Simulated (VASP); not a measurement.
A run of VASP 6.6.1 is set up as follows.

The input INCAR:

```
SYSTEM = IrClF
PREC     = Accurate       ! precision mode
ENCUT    = 520            ! plane-wave cutoff, eV
EDIFF    = 1E-6           ! SCF threshold, eV
ISMEAR   = 0              ! smearing method
SIGMA    = 0.0422         ! smearing width, eV
LREAL    = .FALSE.        ! projectors in reciprocal space
LASPH    = .TRUE.         ! aspherical terms in the spheres
NELM     = 100            ! most SCF steps
ALGO     = Normal         ! electronic algorithm
ISIF     = 2              ! what is computed and relaxed
LWAVE    = .FALSE.        ! write WAVECAR
LCHARG   = .FALSE.        ! write CHGCAR
GGA      = PE             ! functional
NBANDS   = 32             ! bands
```

The input KPOINTS:

```
regular mesh
0
G
  9 9 5
  0 0 0
```

File POSCAR:

```
IrClF
1.0
    3.6632030000      0.0000000000      0.0000000000
    0.0000000000      3.6632030000      0.0000000000
    0.0000000000      0.0000000000      6.4138980000
Ir Cl F
2 2 2
Direct
    0.2500000000      0.2500000000      0.1962000000
    0.7500000000      0.7500000000      0.8038000000
    0.2500000000      0.2500000000      0.6432000000
    0.7500000000      0.7500000000      0.3568000000
    0.7500000000      0.2500000000      0.0000000000
    0.2500000000      0.7500000000      0.0000000000
```

Potentials or basis: VASP PAW PBE potentials, release 64 (Ir, Cl, F).

Command:

```sh
$ cat potpaw_PBE.64/Ir/POTCAR potpaw_PBE.64/Cl/POTCAR potpaw_PBE.64/F/POTCAR > POTCAR
$ mpirun -np 1 vasp_std > vasp.out
```

(1) Estimate the largest force.

(2) What does it give for the pressure?

(3) What does it give for the band gap on the k mesh?

Results:

(1) 3.134 eV/Å.

(2) 9.8 GPa.

(3) zero (band 23 reaches 6.13 eV, above the bottom of band 24 at 5.95 eV).

Caveat: spin-orbit coupling is left out, which moves the levels of the heavy elements; forces of over 1 eV/Å act on the atoms, so gaps and moduli don't describe the material at rest.
